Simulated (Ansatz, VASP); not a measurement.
MnO in VASP and in Ansatz

File INCAR:

```
SYSTEM = MnO
ALGO = Normal
EDIFF = 1E-6
ENCUT = 600
GGA = PE
GGA_COMPAT = .FALSE.
ISIF = 2
ISMEAR = 0
ISPIN = 2
IVDW = 12
LASPH = .TRUE.
LCHARG = .FALSE.
LDAU = .TRUE.
LDAUJ = 0 0
LDAUL = 2 -1
LDAUPRINT = 1
LDAUTYPE = 2
LDAUU = 6.8 0
LMAXMIX = 4
LORBIT = 11
LREAL = .FALSE.
LWAVE = .FALSE.
MAGMOM = 4.42 0.24
NBANDS = 20
NELM = 200
PREC = Accurate
SIGMA = 0.1
```

File KPOINTS:

```
k-points
0
G
  6 6 6
  0 0 0
```

File POSCAR:

```
MnO
1.0
    0.0000000000      2.2239077028      2.2239077028
    2.2239077028      0.0000000000      2.2239077028
    2.2239077028      2.2239077028      0.0000000000
Mn O
1 1
Direct
    0.0000000000      0.0000000000      0.0000000000
    0.5000000000      0.5000000000      0.5000000000
```

Input for Ansatz:

```yaml
crystal:
  lattice:
    - [0.0, 2.2239077028, 2.2239077028]
    - [2.2239077028, 0.0, 2.2239077028]
    - [2.2239077028, 2.2239077028, 0.0]
  atoms:
    - { symbol: Mn, position: [0.0, 0.0, 0.0], spin: 4.42 }
    - { symbol: O, position: [0.5, 0.5, 0.5], spin: 0.24 }
basis:
  ecutwfc: 420
kpoints:
  mp_grid: { grid: [6, 6, 6] }
hamiltonian:
  xc: pbe
  hubbard: { sites: [{ species: Mn, l: d, u_eff: 6.8 }] }
  dispersion: d3bj
scf:
  occupations: { method: gaussian, width: 0.1 }
  lower_state_search: "off"
output:
  forces: true
  stress: true
  eigenvalues: true
  populations: true
magnetization:
  spin_polarized: true
```

Alike in both runs: task single point; functional PBE; dispersion D3(BJ); k mesh 6 × 6 × 6; occupations gaussian, width 0.1 eV; collinear spin; Hubbard terms Mn d U = 6.8 eV.

```csv
,VASP,Ansatz
version,VASP 6.6.1,Ansatz 0.2.0
potentials or method,"VASP PAW PBE potentials, release 64 (Mn_pv, O), cutoff 600 eV","scalar-relativistic, plane waves, PAW"
valence electrons in the cell,19,21
```

VASP gave:

* gap on the k mesh at the Fermi level (eV): 0.77
* least direct gap on the mesh (eV): 2.70
* net moment per atom (μB): 2.50
* size of the moment on the site where the two differ most (μB): 4.70

**Question.** Estimate Ansatz's values.

**Answer.** gap on the k mesh at the Fermi level (eV): 0.53; least direct gap on the mesh (eV): 2.52; net moment per atom (μB): 2.50; size of the moment on the site where the two differ most (μB): 4.32.

Site moments also hang on the region over which each program counts them. The programs project onto different local orbitals, so the same U acts differently, and such runs can settle in different states. VASP's potentials hold 19 valence electrons a cell and Ansatz's 21, so a difference there can come from the potentials and not from the codes. Ansatz's warnings: dispersion switch in reach.
